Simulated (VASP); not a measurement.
# Sn (Fd-3m) in VASP: a series of runs

Sn is run at these levels: r2SCAN, PBE, BLYP; tasks: relaxation of cell and atoms, single point.

Everything below comes from runs of VASP 6.6.1. Logs are shortened: lines on timing, memory, paths and dates and some standing lists are left out, and cuts for length are marked.

### Step 1. The cell of the first run

Symmetry: Fd-3m, No. 227, cubic system. The conventional cell has a = 6.467 Å, b = 6.467 Å, c = 6.467 Å, α = 90.00°, β = 90.00°, γ = 90.00°. Sn (site symmetry -43m) has 4 Sn at 2.80 Å within 3.7 Å.

This isn't the form of Sn at room conditions, which is tetragonal (white tin).

### Step 2. Relaxation of cell and atoms, r2SCAN, target pressure 20 GPa, at which the enthalpy is minimised

POSCAR

```
Sn
1.0
    0.0000000000      3.2333428000      3.2333428000
    3.2333428000      0.0000000000      3.2333428000
    3.2333428000      3.2333428000      0.0000000000
Sn
2
Direct
    0.7500000000      0.7500000000      0.7500000000
    0.5000000000      0.5000000000      0.5000000000
```

INCAR.step1

```
SYSTEM = Sn
PREC = Accurate
ENCUT = 550
ISMEAR = -1
SIGMA = 0.05
LREAL = .False.
LASPH = .True.
NELM = 120
GGA = PE
ALGO = Normal
EDIFF = 1E-5
LWAVE = .True.
LCHARG = .False.
GGA_COMPAT = .False.
IBRION = 2
ISIF = 3
EDIFFG = -0.005
NELMIN = 4
NSW = 100
```

INCAR.step2

```
SYSTEM = Sn
PREC = Accurate
ENCUT = 550
EDIFF = 1E-7
ISMEAR = -1
SIGMA = 0.05
LREAL = .False.
LASPH = .True.
NELM = 120
ALGO = Normal
ISIF = 3
LWAVE = .False.
LCHARG = .False.
METAGGA = R2SCAN
LMIXTAU = .True.
IBRION = 2
NSW = 60
EDIFFG = -0.01
PSTRESS = 200.0
ISTART = 1
GGA_COMPAT = .False.
NELMIN = 4
```

KPOINTS

```
regular mesh
0
Gamma
  7 7 7
  0 0 0
```

Potentials or basis: VASP PAW PBE potentials, release 64 (Sn_d).

Launch:

```bash
$ cat potpaw_PBE.64/Sn_d/POTCAR > POTCAR
$ cp INCAR.step1 INCAR
$ mpirun -np 1 vasp_std > vasp.out
$ cp INCAR.step2 INCAR
$ mpirun -np 1 vasp_std > vasp.out
```

OUTCAR:

```text
SYSTEM = Sn
   PREC = Accurate
   ENCUT = 550
   EDIFF = 1E-7
   ISMEAR = -1
   LREAL = .False.
   LASPH = .True.
   NELM = 120
   ISIF = 3
   METAGGA = R2SCAN
   IBRION = 2
   NSW = 60
   EDIFFG = -0.01
   PSTRESS = 200.0
   ISTART = 1
   NELMIN = 4

 ion  position               nearest neighbor table
   1  0.750  0.750  0.750-   2 2.80   2 2.80   2 2.80   2 2.80
   2  0.500  0.500  0.500-   1 2.80   1 2.80   1 2.80   1 2.80

  LATTYP: Found a face centered cubic cell.
 ALAT       =     6.4666856000

  Lattice vectors:

 A1 = (   0.0000000000,   3.2333428000,   3.2333428000)
 A2 = (   3.2333428000,   0.0000000000,   3.2333428000)
 A3 = (   3.2333428000,   3.2333428000,   0.0000000000)

Analysis of symmetry for initial positions (statically):
=====================================================================
 Subroutine PRICEL returns:
 Original cell was already a primitive cell.

 Routine SETGRP: Setting up the symmetry group for a
 face centered cubic supercell.

 Subroutine GETGRP returns: Found 48 space group operations
 (whereof 24 operations were pure point group operations)
 out of a pool of 48 trial point group operations.

The static configuration has the point symmetry T_d .
 The point group associated with its full space group is O_h .

Analysis of symmetry for dynamics (positions and initial velocities):
=====================================================================
 Subroutine PRICEL returns:
 Original cell was already a primitive cell.

 Routine SETGRP: Setting up the symmetry group for a
 face centered cubic supercell.

 Subroutine GETGRP returns: Found 48 space group operations
 (whereof 24 operations were pure point group operations)
 out of a pool of 48 trial point group operations.

The dynamic configuration has the point symmetry T_d .
 The point group associated with its full space group is O_h .

 Subroutine INISYM returns: Found 48 space group operations
 (whereof 24 operations are pure point group operations),
 and found     1 'primitive' translations

----------------------------------------------------------------------------------------

                                     Primitive cell

  volume of cell :      67.6060

  direct lattice vectors                    reciprocal lattice vectors
     0.000000000  3.233342800  3.233342800    -0.154638723  0.154638723  0.154638723
     3.233342800  0.000000000  3.233342800     0.154638723 -0.154638723  0.154638723
     3.233342800  3.233342800  0.000000000     0.154638723  0.154638723 -0.154638723

  length of vectors
     4.572637240  4.572637240  4.572637240     0.267842124  0.267842124  0.267842124

  position of ions in fractional coordinates (direct lattice)
     0.750000000  0.750000000  0.750000000
     0.500000000  0.500000000  0.500000000

  ion indices of the primitive-cell ions
   primitive index   ion index
                 1           1
                 2           2

----------------------------------------------------------------------------------------

 KPOINTS: regular mesh

Automatic generation of k-mesh.
 Grid dimensions read from file:
 generate k-points for:    7    7    7

 Generating k-lattice:

  Cartesian coordinates                     Fractional coordinates (reciprocal lattice)
    -0.022091246  0.022091246  0.022091246     0.142857143  0.000000000  0.000000000
     0.022091246 -0.022091246  0.022091246     0.000000000  0.142857143  0.000000000
     0.022091246  0.022091246 -0.022091246     0.000000000  0.000000000  0.142857143

  Length of vectors
     0.038263161  0.038263161  0.038263161

  Shift w.r.t. Gamma in fractional coordinates (k-lattice)
     0.000000000  0.000000000  0.000000000

 Subroutine IBZKPT returns following result:
 ===========================================

 Found     20 irreducible k-points:

 Following reciprocal coordinates:
            Coordinates               Weight
  0.000000  0.000000  0.000000      1.000000
  0.142857  0.000000  0.000000      8.000000
  0.285714  0.000000  0.000000      8.000000
  0.428571  0.000000  0.000000      8.000000
  0.142857  0.142857  0.000000      6.000000
  0.285714  0.142857  0.000000     24.000000
[... 12 lines left out ...]
 -0.428571  0.428571  0.142857     24.000000
 -0.285714  0.428571  0.142857     24.000000
   k-points           NKPTS =     20   k-points in BZ     NKDIM =     20   number of bands    NBANDS=     18
   number of dos      NEDOS =    301   number of ions     NIONS =      2
   total plane-waves  NPLWV =  46656
   dimension x,y,z NGX =    36 NGY =   36 NGZ =   36
   dimension x,y,z NGXF=    72 NGYF=   72 NGZF=   72
   ions per type =               2
   NGX,Y,Z   is equivalent  to a cutoff of  13.09, 13.09, 13.09 a.u.
   NGXF,Y,Z  is equivalent  to a cutoff of  26.18, 26.18, 26.18 a.u.
 SYSTEM =  Sn
   PREC   = accura    normal or accurate (medium, high low for compatibility)
   ISTART =      1    job   : 0-new  1-cont  2-samecut
   ICHARG =      0    charge: 1-file 2-atom 10-const
   ISPIN  =      1    spin polarized calculation?
   LNONCOLLINEAR =      F non collinear calculations
   LSORBIT =      F    spin-orbit coupling
   LASPH  =      T    aspherical Exc in radial PAW
   ENCUT  =  550.0 eV  40.42 Ry    6.36 a.u.   8.74  8.74  8.74*2*pi/ulx,y,z
   NELM   =    120;   NELMIN=  4; NELMDL=  0     # of ELM steps
   EDIFF  = 0.1E-06   stopping-criterion for ELM
   LREAL  =      F    real-space projection
   EDIFFG = -.1E-01   stopping-criterion for IOM
   NSW    =     60    number of steps for IOM
   IBRION =      2    ionic relax: 0-MD 1-quasi-New 2-CG
   NFREE  =      1    steps in history (QN), initial steepest desc. (CG)
   ISIF   =      3    stress and relaxation
   ISYM   =      2    0-nonsym 1-usesym 2-fastsym
   POTIM  = 0.5000    time-step for ionic-motion
   TEBEG  =    0.0;   TEEND  =   0.0 temperature during run
   PSTRESS=  200.0 pullay stress
   NELECT =      28.0000    total number of electrons
   NUPDOWN=      -1.0000    fix difference up-down
   EMIN   =  10.00;   EMAX   =-10.00  energy-range for DOS
   EFERMI =   0.00;   METHOD = LEGACY
   ISMEAR =    -1;   SIGMA  =   0.05  broadening in eV -4-tet -1-fermi 0-gaus
   EFERMI_NEDOS =   21; number of points for ismear=-14 and -15
   IALGO  =     38    algorithm
   IMIX   =      4    mixing-type and parameters
     AMIX     =   0.40;   BMIX     =  1.00
     AMIX_MAG =   1.60;   BMIX_MAG =  1.00
  volume/ion in A,a.u.               =      33.80       228.11
  Fermi-wavevector in a.u.,A,eV,Ry     =   1.220298  2.306028 20.260793  1.489126
  Thomas-Fermi vector in A             =   2.355520
   LORBIT       =      0    0 simple, 1 ext, 2 COOP (PROOUT), +10 PAW based schemes
   METAGGA = R2SCAN    functional components
   LHFCALC =     F    Hartree Fock is set to
   AEXX    =    0.0000 exact exchange contribution
   IVDW    =     0    specifies the selected vdW correction
   LEPSILON=     F    determine dielectric tensor
   LRPA    =     F    only Hartree local field effects (RPA)
 conjugate gradient relaxation of ions
 non-spin polarized calculation
  energy-cutoff  :      550.00
  volume of cell :       67.61
 maximum number of plane-waves:      2004
   NGX = 17   NGY = 17   NGZ = 17

--------------------------------------- Ionic step        1  -------------------------------------------

 number of electron      28.0000008 magnetization

 Free energy of the ion-electron system (eV)
  ---------------------------------------------------
  ext. energy  EPLUGINS =         0.00000000
  ---------------------------------------------------
  free energy    TOTEN  =       -49.45928992 eV

  energy without entropy =      -49.45835778  energy(sigma->0) =      -49.45882385

 E-fermi :   5.7208     XC(G=0):  -9.6408

 val. band max:        5.7026733645   @ k =   0.0000   0.0000   0.0000
 cond. band min:       5.8948488216   @ k =   0.4286   0.0000   0.0000
 fundamental gap:      0.1921754571
 Fermi energy:         5.7207633601

 k-point     1 :       0.0000    0.0000    0.0000
  band No.  band energies     occupation
      1     -16.7277      2.00000
      2     -16.7277      2.00000
      3     -16.7277      2.00000
      4     -16.6595      2.00000
      5     -16.6595      2.00000
      6     -16.3262      2.00000
[... 10 lines left out ...]
     17       7.9183      0.00000
     18       7.9183      0.00000
[... 967 lines left out ...]
  FREE ENERGIE OF THE ION-ELECTRON SYSTEM (eV)
  ---------------------------------------------------
  free  energy   TOTEN  =       -48.7672419019 eV

  energy  without entropy=      -48.7670458388  energy(sigma->0) =      -48.76714387

  enthalpy is  TOTEN    =       -41.8446491221 eV   P V=        6.9225927799

--------------------------------------- Ionic step        5  -------------------------------------------

 number of electron      28.0000000 magnetization

 Free energy of the ion-electron system (eV)
  ---------------------------------------------------
  ext. energy  EPLUGINS =         0.00000000
  ---------------------------------------------------
  free energy    TOTEN  =       -48.70709040 eV

  energy without entropy =      -48.70686437  energy(sigma->0) =      -48.70697738

 E-fermi :   8.4408     XC(G=0): -10.6751

 val. band max:        8.2585208146   @ k =   0.0000   0.0000   0.0000
 cond. band min:       8.6596440634   @ k =   0.4286   0.4286   0.0000
 fundamental gap:      0.4011232488
 Fermi energy:         8.4408036019

 k-point     1 :       0.0000    0.0000    0.0000
  band No.  band energies     occupation
      1     -14.8146      2.00000
      2     -14.8146      2.00000
      3     -14.8146      2.00000
      4     -14.7121      2.00000
      5     -14.7121      2.00000
      6     -14.1473      2.00000
[... 10 lines left out ...]
     17      10.4155      0.00000
     18      10.4155      0.00000
[... 419 lines left out ...]
 POSITION                                       TOTAL-FORCE (eV/Angst)
 -----------------------------------------------------------------------------------
      4.52652      4.52652      4.52652         0.000000      0.000000      0.000000
      3.01768      3.01768      3.01768        -0.000000     -0.000000     -0.000000
 -----------------------------------------------------------------------------------
    total drift:                                0.000000      0.000000      0.000000

  FREE ENERGIE OF THE ION-ELECTRON SYSTEM (eV)
  ---------------------------------------------------
  free  energy   TOTEN  =       -48.7070903977 eV

  energy  without entropy=      -48.7068643663  energy(sigma->0) =      -48.70697738

  enthalpy is  TOTEN    =       -41.8463654538 eV   P V=        6.8607249439

 reached required accuracy - stopping structural energy minimisation
```

Wall time 13 min (1 thread of Intel Xeon 8259CL, shared host); peak memory 0.24 GiB.

Results:

* Free energy: -48.7071 eV
* Relaxed volume: 27.48 Å³/atom
* Relaxed cell: a = 4.268 Å, b = 4.268 Å, c = 4.268 Å, α = 60.00°, β = 60.00°, γ = 60.00°
* Space group after relaxing (to 0.1 Å): Fd-3m (No. 227)
* Energy change on relaxing (the run minimises the enthalpy): +376.1 meV/atom
* Ionic steps: 5
* Pressure after relaxing: 20.0 GPa
* Band gap on the k mesh: 0.40 eV (least direct gap 1.32 eV)

Step by step:
```
step  energy change (eV)  largest force (eV/Å)  pressure (GPa)  volume (Å³)
   1              0.0000                0.0000            2.20        67.61
   2              7.2401                0.0000          125.92        37.12
   3              0.5898                0.0000           16.95        56.37
   4              0.6920                0.0000           18.90        55.46
   5              0.7522                0.0000           20.01        54.96
```

Final structure:
```
CELL_PARAMETERS angstrom
0.00000 3.01768 3.01768
3.01768 0.00000 3.01768
3.01768 3.01768 0.00000
ATOMIC_POSITIONS crystal
Sn 0.75000 0.75000 0.75000
Sn 0.50000 0.50000 0.50000
```

Levels at points of the mesh, in eV from the valence-band top:
| k point | band 11 | band 12 | band 13 | band 14 | band 15 | band 16 | band 17 | band 18 |
| --- | --- | --- | --- | --- | --- | --- | --- | --- |
| (0.00, 0.00, 0.00) | -12.90 | 0.00 | 0.00 | 0.00 | 1.32 | 2.16 | 2.16 | 2.16 |

Caveat: the cell is relaxed towards a set pressure, so the run minimises the enthalpy, not the energy; the volume moved by over 15 % at a fixed basis, so the end points are rough; the PAW data sets were made with another functional, which shifts forces and pressure a little; spin-orbit coupling is left out, which moves the levels of the heavy elements; an odd mesh through Γ misses points on the zone boundary, where band edges can lie.

### Step 3. Single point, PBE

INCAR

```
SYSTEM = Sn
  PREC = Accurate
  ENCUT = 520
  EDIFF = 1E-6
  ISMEAR = -1
  SIGMA = 0.05
  LREAL = .False.
  LASPH = .True.
  NELM = 80
  ALGO = Fast
  ISIF = 2
  LWAVE = .False.
  LCHARG = .False.
  GGA = PE
  NBANDS = 21
```

KPOINTS

```
Automatic mesh
0
Gamma
  4 4 4
  0 0 0
```

POSCAR is that of step 2.

Potentials or basis: VASP PAW PBE potentials, release 64 (Sn_d).

Launch:

```bash
$ cat potpaw_PBE.64/Sn_d/POTCAR > POTCAR
$ mpirun -np 1 vasp_std > vasp.out
```

Run time: 36 s. Hardware: 1 thread of Intel Xeon 8259CL, shared host; peak memory 0.19 GiB.

It converged, with:

| Property | Result |
| --- | --- |
| Free energy | -7.4316 eV |
| Pressure | 4.4 GPa |
| Band gap on the k mesh | zero (bands 14 and 15 overlap by 0.07 eV) |

Levels at points of the mesh, in eV from the Fermi level:
```
           k point  band 11  band 12  band 13  band 14  band 15  band 16  band 17  band 18
(0.00, 0.00, 0.00)   -10.67    -0.55     0.09     0.09     0.09     2.16     2.16     2.16
(0.50, 0.00, 0.00)    -9.02    -6.33    -1.13    -1.13     0.02     3.23     3.23     5.65
(0.50, 0.50, 0.00)    -7.54    -7.54    -2.49    -2.49     0.82     0.82     7.80     7.80
```

Caveat: the k points lie up to 0.42 Å⁻¹ apart; spin-orbit coupling is left out, which moves the levels of the heavy elements.

### Step 4. Single point, BLYP

INCAR

```
SYSTEM = Sn
AGGAC = 1.0
AGGAX = 1.0
ALDAC = 0.0
ALDAX = 1.0
ALGO = Normal
EDIFF = 1E-7
ENCUT = 520
GGA = B5
ISIF = 2
ISMEAR = -1
LASPH = .TRUE.
LCHARG = .FALSE.
LREAL = .FALSE.
LWAVE = .FALSE.
NBANDS = 21
NELM = 80
PREC = Accurate
SIGMA = 0.05
```

KPOINTS

```
k-points
0
G
  4 4 4
  0 0 0
```

POSCAR is that of step 3.

Launch:

```bash
$ cat potpaw_PBE.64/Sn_d/POTCAR > POTCAR
$ mpirun -np 1 vasp_std > vasp.out
```

It took 55 s on 1 thread of Intel Xeon 8259CL, shared host; peak memory 0.2 GiB.

It converged, with:

* Free energy: -6.0745 eV
* Pressure: 7.1 GPa
* Band gap on the k mesh: zero (bands 14 and 15 overlap by 0.09 eV)

Levels at points of the mesh, in eV from the Fermi level:
| k point | band 12 | band 13 | band 14 | band 15 | band 16 | band 17 |
| --- | --- | --- | --- | --- | --- | --- |
| (0.00, 0.00, 0.00) | -0.71 | 0.11 | 0.11 | 0.11 | 2.18 | 2.18 |
| (0.50, 0.00, 0.00) | -6.33 | -1.11 | -1.11 | 0.02 | 3.30 | 3.30 |
| (0.50, 0.50, 0.00) | -7.57 | -2.46 | -2.46 | 0.93 | 0.93 | 7.72 |

Caveat: the k points lie up to 0.42 Å⁻¹ apart; the PAW data sets were made with another functional, which shifts forces and pressure a little; spin-orbit coupling is left out, which moves the levels of the heavy elements.

### Step 5. Single point, r2SCAN

POSCAR is that of step 4.

INCAR.step1

```
SYSTEM = Sn
PREC = Accurate
ENCUT = 520
ISMEAR = -1
SIGMA = 0.05
LREAL = .False.
LASPH = .True.
NELM = 60
NBANDS = 21
GGA = PE
ALGO = Normal
EDIFF = 1E-4
LWAVE = .True.
LCHARG = .False.
```

INCAR.step2

```
SYSTEM = Sn
PREC = Accurate
ENCUT = 520
EDIFF = 1E-7
ISMEAR = -1
SIGMA = 0.05
LREAL = .False.
LASPH = .True.
NELM = 60
ALGO = Normal
ISIF = 2
LWAVE = .False.
LCHARG = .False.
METAGGA = R2SCAN
LMIXTAU = .True.
NBANDS = 21
ISTART = 1
```

KPOINTS

```
Automatic mesh
0
Gamma
  4 4 4
  0 0 0
```

Launch:

```bash
$ cat potpaw_PBE.64/Sn_d/POTCAR > POTCAR
$ cp INCAR.step1 INCAR
$ mpirun -np 1 vasp_std > vasp.out
$ cp INCAR.step2 INCAR
$ mpirun -np 1 vasp_std > vasp.out
```

Run time: 2.9 min. Hardware: 1 thread of Intel Xeon 8259CL, shared host; peak memory 0.21 GiB.

Results (log left out):

```
Free energy            : -49.2773 eV
Pressure               : 2.7 GPa
Band gap on the k mesh : zero (filled and empty bands touch)
```

Levels at points of the mesh, in eV from the Fermi level:
```csv
k point,band 11,band 12,band 13,band 14,band 15,band 16,band 17,band 18
"(0.00, 0.00, 0.00)",-11.23,-0.30,-0.02,-0.02,-0.02,2.19,2.19,2.19
"(0.50, 0.00, 0.00)",-9.49,-6.66,-1.31,-1.31,0.14,3.34,3.34,5.90
"(0.50, 0.50, 0.00)",-7.92,-7.92,-2.74,-2.74,0.87,0.87,8.20,8.20
```

Caveat: the k points lie up to 0.42 Å⁻¹ apart; the PAW data sets were made with another functional, which shifts forces and pressure a little; spin-orbit coupling is left out, which moves the levels of the heavy elements.

### Step 6. Overview

```tsv
task	level	cell	k mesh	cutoff (eV)	gap on the mesh (eV)	pressure (GPa)
relaxation of cell and atoms	r2SCAN	relaxed to 20 GPa	7 × 7 × 7	550	0.40	20.0
single point	PBE	as given	4 × 4 × 4	520	none	4.4
single point	BLYP	as given	4 × 4 × 4	520	none	7.1
single point	r2SCAN	as given	4 × 4 × 4	520	none	2.7
```

Alike in all rows: potentials or basis VASP PAW PBE potentials, release 64 (Sn_d); no spin polarisation; smearing fermi-dirac 0.05 eV.

Caveats: some runs use coarse meshes; spin-orbit coupling is left out, which moves the levels of the heavy elements; the PAW data sets were made with another functional, which shifts forces and pressure a little (at least some runs); the cell is relaxed towards a set pressure, so the run minimises the enthalpy, not the energy (at least some runs); the volume moved by over 15 % at a fixed basis, so the end points are rough (at least some runs); an odd mesh through Γ misses points on the zone boundary, where band edges can lie (at least some runs).

Total energies depend on the potentials used, so only differences within one code and one set of settings carry meaning.
